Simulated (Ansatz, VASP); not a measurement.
## Two plane-wave programs on CoO

The input INCAR:

```
SYSTEM = CoO
ALGO = Normal
EDIFF = 1E-7
ENCUT = 520
GGA = PE
ISIF = 2
ISMEAR = 0
ISPIN = 2
LASPH = .TRUE.
LCHARG = .TRUE.
LELF = .TRUE.
LMAXMIX = 4
LORBIT = 11
LREAL = .FALSE.
LVHAR = .TRUE.
LWAVE = .FALSE.
MAGMOM = 2 0
NBANDS = 18
NELM = 150
PREC = Accurate
SIGMA = 0.018000000000000002
```

KPOINTS

```
k-points
0
G
  11 11 11
  0 0 0
```

The input POSCAR:

```
CoO
1.0
    0.0000000000      2.1315000000      2.1315000000
    2.1315000000      0.0000000000      2.1315000000
    2.1315000000      2.1315000000      0.0000000000
Co O
1 1
Direct
    0.0000000000      0.0000000000      0.0000000000
    0.5000000000      0.5000000000      0.5000000000
```

input.yaml

```yaml
crystal:
  lattice:
    - [0.0, 2.1315, 2.1315]
    - [2.1315, 0.0, 2.1315]
    - [2.1315, 2.1315, 0.0]
  atoms:
    - { symbol: Co, position: [0.0, 0.0, 0.0], spin: 2.0 }
    - { symbol: O, position: [0.5, 0.5, 0.5] }
hamiltonian:
  xc: pbe
  pseudopotentials: { kind: paw }
magnetization:
  spin_polarized: true
kpoints:
  mp_grid: { grid: [11, 11, 11] }
scf:
  occupations: { method: gaussian, width: 0.018 }
output:
  forces: true
  stress: true
  eigenvalues: true
```

Alike in both runs: task single point; functional PBE; k mesh 11 × 11 × 11; occupations gaussian, width 0.018 eV; collinear spin.

|  | VASP | Ansatz |
| --- | --- | --- |
| version | VASP 6.6.1 | Ansatz 0.2.0 |
| potentials or method | VASP PAW PBE potentials, release 64 (Co, O) | Ansatz PAW |
| plane-wave cutoff (eV) | 520 | 420 |
| valence electrons in the cell | 15 | 23 |

|  | VASP | Ansatz | Ansatz less VASP |
| --- | --- | --- | --- |
| gap on the k mesh at the Fermi level (eV) | none | none | - |
| pressure (GPa) | -2.4 | -1.6 | +0.82 |
| net moment per atom (μB) | 1.46 | 1.49 | +0.030 |
| size of the moment on the site where the two differ most (μB) | 2.57 | 2.53 | -0.040 |

Site moments also hang on the region over which each program counts them. A gap of «none» marks a metal or a gap that the smearing closes. VASP's potentials hold 15 valence electrons a cell and Ansatz's 23, so a difference there can come from the potentials and not from the codes.
